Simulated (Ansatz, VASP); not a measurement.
## Two plane-wave programs on AlN

```xyz
4
Lattice="3.2465 0.0000 0.0000 -1.6232 2.8116 0.0000 0.0000 0.0000 4.8355" Properties=species:S:1:pos:R:3 pbc="T T T"
Al    1.6232    0.9372    2.3824
Al    0.0000    1.8744    4.8002
N     1.6232    0.9372    4.2905
N     0.0000    1.8744    1.8728
```

Alike in both runs: task single point; functional r2SCAN; k mesh 12 × 12 × 6; occupations gaussian, width 0.02 eV; no spin polarisation.

```csv
,VASP,Ansatz
version,VASP 6.6.1,Ansatz 0.2.0
potentials or method,"VASP PAW PBE potentials, release 64 (Al, N), cutoff 520 eV","scalar-relativistic, plane waves, PAW"
valence electrons in the cell,16,16
```

VASP gave:

* gap on the k mesh at the Fermi level (eV): 3.98
* least direct gap on the mesh (eV): 3.98
* pressure (GPa): -12.5
* traceless stress, the component that is largest in VASP (GPa): 12.19

Which values does Ansatz return?

gap on the k mesh at the Fermi level (eV): 3.95; least direct gap on the mesh (eV): 3.95; pressure (GPa): -12.1; traceless stress, the component that is largest in VASP (GPa): 12.06.

VASP's potentials were made for PBE, not for r2SCAN.
